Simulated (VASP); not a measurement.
# Sn (C2/c) in VASP: notebook, part 2 of 2

VASP 6.6.1. Earlier steps stand in the parts before.

## 4. Single point, r2SCAN

POSCAR reads:

```
Sn
1.0
   -2.9482820713      2.9504023647      1.5888172584
    2.9504023647     -2.9482820713      1.5888172584
    2.9460530987      2.9460530987     -1.5849306448
Sn
2
Direct
    0.0000251473      0.9999748527      0.0000000000
    0.7499748527      0.2500251473      0.5000000000
```

INCAR.step1 reads:

```
SYSTEM = Sn
  PREC = Accurate
  ENCUT = 520
  ISMEAR = 1
  SIGMA = 0.03
  LREAL = .FALSE.
  LASPH = .TRUE.
  NELM = 80
  NBANDS = 21
  GGA = PE
  ALGO = Normal
  EDIFF = 1E-4
  LWAVE = .TRUE.
  LCHARG = .FALSE.
```

INCAR.step2 reads:

```
SYSTEM = Sn
  PREC = Accurate
  ENCUT = 520
  EDIFF = 1E-6
  ISMEAR = 1
  SIGMA = 0.03
  LREAL = .FALSE.
  LASPH = .TRUE.
  NELM = 80
  ALGO = Normal
  ISIF = 2
  LWAVE = .FALSE.
  LCHARG = .FALSE.
  METAGGA = R2SCAN
  LMIXTAU = .TRUE.
  NBANDS = 21
  ISTART = 1
```

KPOINTS reads:

```
Automatic mesh
0
G
  11 11 8
  0 0 0
```

Potentials or basis: VASP PAW PBE potentials, release 64 (Sn_d).

Command:

```sh
cat potpaw_PBE.64/Sn_d/POTCAR > POTCAR
cp INCAR.step1 INCAR
mpirun -np 1 vasp_std > vasp.out
cp INCAR.step2 INCAR
mpirun -np 1 vasp_std > vasp.out
```

OUTCAR:

```text
SYSTEM = Sn
   PREC = Accurate
   ENCUT = 520
   EDIFF = 1E-6
   ISMEAR = 1
   LREAL = .FALSE.
   LASPH = .TRUE.
   NELM = 80
   ISIF = 2
   METAGGA = R2SCAN
   ISTART = 1

 ion  position               nearest neighbor table
   1  0.000  1.000  0.000-   2 3.05   2 3.05   2 3.05   2 3.05
   2  0.750  0.250  0.500-   1 3.05   1 3.05   1 3.05   1 3.05

  LATTYP: Found a base centered monoclinic cell.
 ALAT       =     3.1776359316
 B/A-ratio  =     2.6252219289
 C/A-ratio  =     1.4028132337
 COS(beta)  =    -0.3546724370

  Lattice vectors:

 A1 = (  -2.9482820713,   2.9504023647,   1.5888172584)
 A2 = (   2.9504023647,  -2.9482820713,   1.5888172584)
 A3 = (   2.9460530987,   2.9460530987,  -1.5849306448)

Analysis of symmetry for initial positions (statically):
=====================================================================
 Subroutine PRICEL returns:
 Original cell was already a primitive cell.

 Routine SETGRP: Setting up the symmetry group for a
 base centered monoclinic supercell.

 Subroutine GETGRP returns: Found  4 space group operations
 (whereof  2 operations were pure point group operations)
 out of a pool of  4 trial point group operations.

The static configuration has the point symmetry C_2 .
 The point group associated with its full space group is C_2h.

Analysis of symmetry for dynamics (positions and initial velocities):
=====================================================================
 Subroutine PRICEL returns:
 Original cell was already a primitive cell.

 Routine SETGRP: Setting up the symmetry group for a
 base centered monoclinic supercell.

 Subroutine GETGRP returns: Found  4 space group operations
 (whereof  2 operations were pure point group operations)
 out of a pool of  4 trial point group operations.

The dynamic configuration has the point symmetry C_2 .
 The point group associated with its full space group is C_2h.

 Subroutine INISYM returns: Found  4 space group operations
 (whereof  2 operations are pure point group operations),
 and found     1 'primitive' translations

----------------------------------------------------------------------------------------

                                     Primitive cell

  volume of cell :      55.2402

  direct lattice vectors                    reciprocal lattice vectors
    -2.948282071  2.950402365  1.588817258    -0.000143327  0.169386000  0.314586574
     2.950402365 -2.948282071  1.588817258     0.169386000 -0.000143327  0.314586574
     2.946053099  2.946053099 -1.584930645     0.169657695  0.169657695 -0.000226410

  length of vectors
     4.463359897  4.463359897  4.457629737     0.357290288  0.357290288  0.239932320

  position of ions in fractional coordinates (direct lattice)
     0.000025147  0.999974853  1.000000000
     0.749974853  0.250025147  0.500000000

  ion indices of the primitive-cell ions
   primitive index   ion index
                 1           1
                 2           2

----------------------------------------------------------------------------------------

 KPOINTS: Automatic mesh

Automatic generation of k-mesh.
 Grid dimensions read from file:
 generate k-points for:   11   11    8

 Generating k-lattice:

  Cartesian coordinates                     Fractional coordinates (reciprocal lattice)
    -0.000013030  0.015398727  0.028598779     0.090909091 -0.000000000  0.000000000
     0.015398727 -0.000013030  0.028598779    -0.000000000  0.090909091  0.000000000
     0.021207212  0.021207212 -0.000028301    -0.000000000 -0.000000000  0.125000000

  Length of vectors
     0.032480935  0.032480935  0.029991540

  Shift w.r.t. Gamma in fractional coordinates (k-lattice)
     0.000000000  0.000000000  0.000000000

 Subroutine IBZKPT returns following result:
 ===========================================

 Found    270 irreducible k-points:

 Following reciprocal coordinates:
            Coordinates               Weight
  0.000000  0.000000  0.000000      1.000000
  0.090909 -0.000000  0.000000      4.000000
  0.181818 -0.000000  0.000000      4.000000
  0.272727 -0.000000  0.000000      4.000000
  0.363636 -0.000000  0.000000      4.000000
  0.454545  0.000000  0.000000      4.000000
[... 16 lines left out ...]
 -0.272727  0.181818 -0.000000      4.000000
 -0.181818  0.181818  0.000000      2.000000
 [... further k-points ...]
   k-points           NKPTS =    270   k-points in BZ     NKDIM =    270   number of bands    NBANDS=     21
   number of dos      NEDOS =    301   number of ions     NIONS =      2
   total plane-waves  NPLWV =  46656
   dimension x,y,z NGX =    36 NGY =   36 NGZ =   36
   dimension x,y,z NGXF=    72 NGYF=   72 NGZF=   72
   ions per type =               2
   NGX,Y,Z   is equivalent  to a cutoff of  13.41, 13.41, 13.43 a.u.
   NGXF,Y,Z  is equivalent  to a cutoff of  26.82, 26.82, 26.85 a.u.
 SYSTEM =  Sn
   PREC   = accura    normal or accurate (medium, high low for compatibility)
   ISTART =      1    job   : 0-new  1-cont  2-samecut
   ICHARG =      0    charge: 1-file 2-atom 10-const
   ISPIN  =      1    spin polarized calculation?
   LNONCOLLINEAR =      F non collinear calculations
   LSORBIT =      F    spin-orbit coupling
   LASPH  =      T    aspherical Exc in radial PAW
   ENCUT  =  520.0 eV  38.22 Ry    6.18 a.u.   8.30  8.30  8.29*2*pi/ulx,y,z
   NELM   =     80;   NELMIN=  2; NELMDL=  0     # of ELM steps
   EDIFF  = 0.1E-05   stopping-criterion for ELM
   LREAL  =      F    real-space projection
   EDIFFG = 0.1E-04   stopping-criterion for IOM
   NSW    =      0    number of steps for IOM
   IBRION =     -1    ionic relax: 0-MD 1-quasi-New 2-CG
   NFREE  =      0    steps in history (QN), initial steepest desc. (CG)
   ISIF   =      2    stress and relaxation
   ISYM   =      2    0-nonsym 1-usesym 2-fastsym
   POTIM  = 0.5000    time-step for ionic-motion
   TEBEG  =    0.0;   TEEND  =   0.0 temperature during run
   PSTRESS=    0.0 pullay stress
   NELECT =      28.0000    total number of electrons
   NUPDOWN=      -1.0000    fix difference up-down
   EMIN   =  10.00;   EMAX   =-10.00  energy-range for DOS
   EFERMI =   0.00;   METHOD = LEGACY
   ISMEAR =     1;   SIGMA  =   0.03  broadening in eV -4-tet -1-fermi 0-gaus
   EFERMI_NEDOS =   21; number of points for ismear=-14 and -15
   IALGO  =     38    algorithm
   IMIX   =      4    mixing-type and parameters
     AMIX     =   0.40;   BMIX     =  1.00
     AMIX_MAG =   1.60;   BMIX_MAG =  1.00
  volume/ion in A,a.u.               =      27.62       186.39
  Fermi-wavevector in a.u.,A,eV,Ry     =   1.305296  2.466652 23.181573  1.703798
  Thomas-Fermi vector in A             =   2.436174
   LORBIT       =      0    0 simple, 1 ext, 2 COOP (PROOUT), +10 PAW based schemes
   METAGGA = R2SCAN    functional components
   LHFCALC =     F    Hartree Fock is set to
   AEXX    =    0.0000 exact exchange contribution
   IVDW    =     0    specifies the selected vdW correction
   LEPSILON=     F    determine dielectric tensor
   LRPA    =     F    only Hartree local field effects (RPA)
 non-spin polarized calculation
 Methfessel and Paxton  Order N= 1 SIGMA  =   0.03
  energy-cutoff  :      520.00
  volume of cell :       55.24
 maximum number of plane-waves:      1505
 NGX is ok and might be reduce to    36
   NGX = 17   NGY = 17   NGZ = 17

 number of electron      27.9999990 magnetization

 Free energy of the ion-electron system (eV)
  ---------------------------------------------------
  ext. energy  EPLUGINS =         0.00000000
  ---------------------------------------------------
  free energy    TOTEN  =       -49.25223786 eV

  energy without entropy =      -49.25229674  energy(sigma->0) =      -49.25225749

 E-fermi :   7.6762     XC(G=0): -11.0347

 val. band max:        7.6745590515   @ k =   0.1818   0.0909   0.0000
 cond. band min:       7.6983387250   @ k =  -0.2727   0.1818  -0.0000
 fundamental gap:      0.0237796735
 Fermi energy:         7.6762437904

 k-point     1 :       0.0000    0.0000    0.0000
  band No.  band energies     occupation
      1     -14.6294      2.00000
      2     -14.5556      2.00000
      3     -14.5017      2.00000
      4     -14.4961      2.00000
      5     -14.3305      2.00000
      6     -14.3305      2.00000
[... 13 lines left out ...]
     20      17.8259      0.00000
     21      18.5598      0.00000
[... 529 lines left out ...]
 k-point    24 :      -0.1818    0.1818    0.0000
  band No.  band energies     occupation
      1     -14.6017      2.00000
      2     -14.5590      2.00000
      3     -14.5158      2.00000
      4     -14.4737      2.00000
      5     -14.3447      2.00000
      6     -14.3188      2.00000
[... 13 lines left out ...]
     20      18.3544      0.00000
     21      18.6417      0.00000

 [... further k-points ...]
[... 5 lines left out ...]
  --------------------------------------------------------------------------------------
  -------------------------------------------------------------------------------------
  Total       -0.0224727     -0.0224727      0.0022960     -0.0155543     -0.0330971     -0.0330970
  in kB       -0.6517925     -0.6517925      0.0665920     -0.4511346     -0.9599416     -0.9599399
  external PRESSURE =      -0.4123310 kB  Pullay stress =       0.0000000 kB

 VOLUME and BASIS-vectors are now :
 -----------------------------------------------------------------------------
  energy-cutoff  :      520.00
  volume of cell :       55.24
      direct lattice vectors                 reciprocal lattice vectors
    -2.948282071  2.950402365  1.588817258    -0.000143327  0.169386000  0.314586574
     2.950402365 -2.948282071  1.588817258     0.169386000 -0.000143327  0.314586574
     2.946053099  2.946053099 -1.584930645     0.169657695  0.169657695 -0.000226410

 POSITION                                       TOTAL-FORCE (eV/Angst)
 -----------------------------------------------------------------------------------
      2.95025     -2.94813      1.58882        -0.002220      0.002220     -0.000000
     -0.00044      2.94861      0.79635         0.002220     -0.002220      0.000000
 -----------------------------------------------------------------------------------
    total drift:                               -0.000000      0.000000     -0.000000

  FREE ENERGIE OF THE ION-ELECTRON SYSTEM (eV)
  ---------------------------------------------------
  free  energy   TOTEN  =       -49.2522378586 eV

  energy  without entropy=      -49.2522967378  energy(sigma->0) =      -49.25225749
```

Run time: 16 min. Hardware: 1 thread of Oxide Virtual Turin-like, shared host; peak memory 0.36 GiB.

Results:

- Free energy: -49.2522 eV
- Pressure: 0.0 GPa
- Largest force: 0.003 eV/Å
- Band gap on the k mesh: zero (band 14 reaches 9.18 eV, above the bottom of band 15 at 5.32 eV)

Forces in eV/Å, atoms in the order of the input:
```
Sn  -0.002  0.002  0.000
Sn   0.002 -0.002  0.000
```

Levels at points of the mesh, in eV from the Fermi level:
| k point | band 12 | band 13 | band 14 | band 15 | band 16 | band 17 |
| --- | --- | --- | --- | --- | --- | --- |
| (0.00, 0.00, 0.00) | -3.80 | -2.14 | -2.13 | 3.36 | 6.39 | 6.39 |
| (0.00, 0.00, 0.50) | -9.21 | 0.52 | 0.52 | 1.70 | 1.70 | 6.54 |

Caveat: the PAW data sets were made with another functional, which shifts forces and pressure a little; spin-orbit coupling is left out, which moves the levels of the heavy elements.

## 5. Single point, r2SCAN

POSCAR is that of step 4.

INCAR.step1 reads:

```
PREC     = Accurate       # precision mode
ENCUT    = 520            # plane-wave cutoff, eV
ISMEAR   = -1             # smearing method
SIGMA    = 0.03           # smearing width, eV
LREAL    = False          # projectors in reciprocal space
LASPH    = True           # aspherical terms in the spheres
NELM     = 100            # most SCF steps
NBANDS   = 21             # bands
GGA      = PE             # functional
ALGO     = Normal         # electronic algorithm
EDIFF    = 1E-4           # SCF threshold, eV
LWAVE    = True           # write WAVECAR
LCHARG   = False          # write CHGCAR
```

INCAR.step2 reads:

```
PREC     = Accurate       # precision mode
ENCUT    = 520            # plane-wave cutoff, eV
EDIFF    = 1E-6           # SCF threshold, eV
ISMEAR   = -1             # smearing method
SIGMA    = 0.03           # smearing width, eV
LREAL    = False          # projectors in reciprocal space
LASPH    = True           # aspherical terms in the spheres
NELM     = 100            # most SCF steps
ALGO     = Normal         # electronic algorithm
ISIF     = 2              # what is computed and relaxed
LWAVE    = False          # write WAVECAR
LCHARG   = False          # write CHGCAR
METAGGA  = R2SCAN         # meta-GGA
LMIXTAU  = True         
NBANDS   = 21             # bands
ISTART   = 1
```

KPOINTS reads:

```
regular mesh
0
Gamma
  11 11 8
```

Command:

```sh
cat potpaw_PBE.64/Sn_d/POTCAR > POTCAR
cp INCAR.step1 INCAR
mpirun -np 1 vasp_std > vasp.out
cp INCAR.step2 INCAR
mpirun -np 1 vasp_std > vasp.out
```

Wall time 36 min (1 thread of Oxide Virtual Turin-like, shared host); peak memory 0.36 GiB.

The run converged. Its results:

| Item | Value |
| --- | --- |
| Free energy | -49.2532 eV |
| Pressure | 0.0 GPa |
| Largest force | 0.004 eV/Å |
| Band gap on the k mesh | zero (band 14 reaches 9.18 eV, above the bottom of band 15 at 5.32 eV) |

Forces in eV/Å, atoms in the order of the input:
```
Sn  -0.003  0.003  0.000
Sn   0.003 -0.003  0.000
```

Stress tensor (GPa, compression positive):
```
 0.02 -0.01 -0.06
-0.01  0.02 -0.06
-0.06 -0.06 -0.11
```

Levels at points of the mesh, in eV from the Fermi level:
```tsv
k point	band 10	band 11	band 12	band 13	band 14	band 15	band 16	band 17	band 18	band 19
(0.00, 0.00, 0.00)	-21.80	-11.50	-3.79	-2.13	-2.12	3.37	6.40	6.40	7.30	7.40
(0.00, 0.00, 0.50)	-21.92	-9.20	-9.20	0.53	0.53	1.70	1.70	6.54	6.54	10.13
```

Caveat: the PAW data sets were made with another functional, which shifts forces and pressure a little; spin-orbit coupling is left out, which moves the levels of the heavy elements.

## 6. Summary

| smearing | gap on the mesh (eV) | pressure (GPa) |
| --- | --- | --- |
| fermi-dirac 0.1 eV | none | 0.0 |
| methfessel-paxton 0.01 eV | none | 0.0 |
| methfessel-paxton 0.03 eV | none | 0.0 |
| fermi-dirac 0.03 eV | none | 0.0 |

Alike in all rows: task single point; level r2SCAN; potentials or basis VASP PAW PBE potentials, release 64 (Sn_d); no spin polarisation; cell as given; k mesh 11 × 11 × 8; cutoff (eV) 520.

Every run on the cell as given and a fine mesh finds a metal.

Caveats: the PAW data sets were made with another functional, which shifts forces and pressure a little; spin-orbit coupling is left out, which moves the levels of the heavy elements.

Total energies depend on the potentials used, so only differences within one code and one set of settings carry meaning.
